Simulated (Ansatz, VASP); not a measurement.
# One calculation of SnO2, two programs

```
CELL_PARAMETERS angstrom
-3.20783 -1.85204 4.08138
3.20783 -1.85204 4.08138
0.00000 3.70408 4.08138
ATOMIC_POSITIONS crystal
Sn 0.50000 0.50000 0.50000
Sn 0.00000 0.00000 0.50000
Sn 0.00000 0.50000 0.00000
Sn 0.50000 0.00000 0.00000
O 0.22886 0.22886 0.22886
O 0.74519 0.74519 0.24519
O 0.74519 0.24519 0.74519
O 0.24519 0.74519 0.74519
O 0.75481 0.75481 0.75481
O 0.25481 0.25481 0.75481
O 0.25481 0.75481 0.25481
O 0.75481 0.25481 0.25481
```

Alike in both runs: task single point; functional LDA; k mesh 6 × 6 × 6; occupations gaussian, width 0.05 eV; no spin polarisation.

```csv
,VASP,Ansatz
version,VASP 6.6.1,Ansatz 0.2.0
potentials or method,"VASP PAW LDA potentials, release 64 (Sn_d, O), cutoff 520 eV","scalar-relativistic, plane waves, PAW"
valence electrons in the cell,104,104
```

|  | VASP | Ansatz | Ansatz less VASP |
| --- | --- | --- | --- |
| gap on the k mesh at the Fermi level (eV) | 1.62 | 1.61 | -0.010 |
| least direct gap on the mesh (eV) | 1.62 | 1.61 | -0.010 |
| pressure (GPa) | 3.7 | 2.7 | -1.04 |
| traceless stress, the component that is largest in VASP (GPa) | -1.28 | -0.56 | +0.725 |
| rms of the force components (eV/Å) | 0.504 | 0.489 | -0.0149 |

LDA's correlation is that of Perdew and Zunger in VASP and of Perdew and Wang (1992) in Ansatz. Atom by atom the forces differ by 0.031 eV/Å (rms over components).
